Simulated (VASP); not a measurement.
Wanted: the native input for a VASP 6.6.1 run.

- Task: single point
- Functional: PBE
- Potentials or basis: VASP PAW PBE potentials, release 64 (Pd)
- Cutoff: 500 eV
- k mesh: 12 × 12 × 12
- Occupations: fermi-dirac, width 0.05 eV
- Spin: collinear spin
- Starting moments: [0.5] μB
- Dipole correction: no
- Further INCAR settings: ALGO = Normal; EDIFF = 1e-06; NBANDS = 15

The structure of Pd lies in POSCAR:

```
Pd
1.0
    2.6149101206      0.0000000000      0.0000000000
    0.0000000000      2.6149101206      0.0000000000
    0.0000000000      0.0000000000      2.6149101206
Pd
1
Direct
    0.0000000000      0.0000000000      0.0000000000
```

This isn't the form of Pd at room conditions, which is fcc.

These files were run (other wordings do the same):

INCAR

```
PREC     = Accurate       # precision mode
ENCUT    = 500            # plane-wave cutoff, eV
EDIFF    = 1E-6           # SCF threshold, eV
ISMEAR   = -1             # smearing method
SIGMA    = 0.05           # smearing width, eV
LREAL    = False          # projectors in reciprocal space
LASPH    = True           # aspherical terms in the spheres
NELM     = 200            # most SCF steps
ALGO     = Normal         # electronic algorithm
ISIF     = 2              # what is computed and relaxed
LWAVE    = False          # write WAVECAR
LCHARG   = False          # write CHGCAR
ISPIN    = 2              # spin polarisation
MAGMOM   = 0.5            # initial moments
LORBIT   = 11             # projections on sites
LMAXMIX  = 4              # l up to which the mixer works
GGA      = PE             # functional
NBANDS   = 15             # bands
GGA_COMPAT= False
```

KPOINTS

```
regular mesh
0
Gamma
  12 12 12
```

Potentials or basis: VASP PAW PBE potentials, release 64 (Pd).

Launch:

```sh
$ cat potpaw_PBE.64/Pd/POTCAR > POTCAR
$ mpirun -np 1 vasp_std > vasp.out
```

Results of the run:

| Item | Value |
| --- | --- |
| Pressure | -0.3 GPa |
| Band gap on the k mesh | zero (filled and empty bands overlap) |
| Net moment | 0.00 μB per cell |
| Valence electrons inside the program's atomic spheres | Pd 9.34 |

Wall time 55 s on 1 thread of Intel Xeon 8259CL, with other jobs on the host, peak memory 0.15 GiB.
